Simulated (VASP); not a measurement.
A run of VASP 6.6.1 is set up as follows.

Contents of INCAR:

```
SYSTEM = K
PREC     = Accurate       ! precision mode
ENCUT    = 600            ! plane-wave cutoff, eV
EDIFF    = 1E-7           ! SCF threshold, eV
ISMEAR   = 0              ! smearing method
SIGMA    = 0.1            ! smearing width, eV
LREAL    = .False.        ! projectors in reciprocal space
LASPH    = .True.         ! aspherical terms in the spheres
NELM     = 60             ! most SCF steps
ALGO     = Normal         ! electronic algorithm
ISIF     = 3              ! what is computed and relaxed
LWAVE    = .False.        ! write WAVECAR
LCHARG   = .False.        ! write CHGCAR
IBRION   = 2              ! ionic algorithm
NSW      = 100            ! ionic steps
EDIFFG   = -0.002         ! ionic threshold
```

File KPOINTS:

```
regular mesh
0
Gamma
  16 16 16
  0 0 0
```

POSCAR

```
K
1.0
   -2.5242060231      2.5242060231      2.5242060231
    2.5242060231     -2.5242060231      2.5242060231
    2.5242060231      2.5242060231     -2.5242060231
K
1
Direct
    0.0000000000      0.0000000000      0.0000000000
```

Potentials or basis: VASP PAW LDA potentials, release 64 (K_sv).

Run with:

```console
$ cat potpaw_LDA.64/K_sv/POTCAR > POTCAR
$ mpirun -np 1 vasp_std > vasp.out
```

(1) Predict the space group after relaxing (to 0.1 Å).

(2) Estimate the relaxed volume.

(3) Estimate the band gap on the k mesh.

## Answers

(1) Im-3m (No. 229).

(2) 64.14 Å³/atom.

(3) zero (an odd number of electrons rules out a gap without spin polarisation).
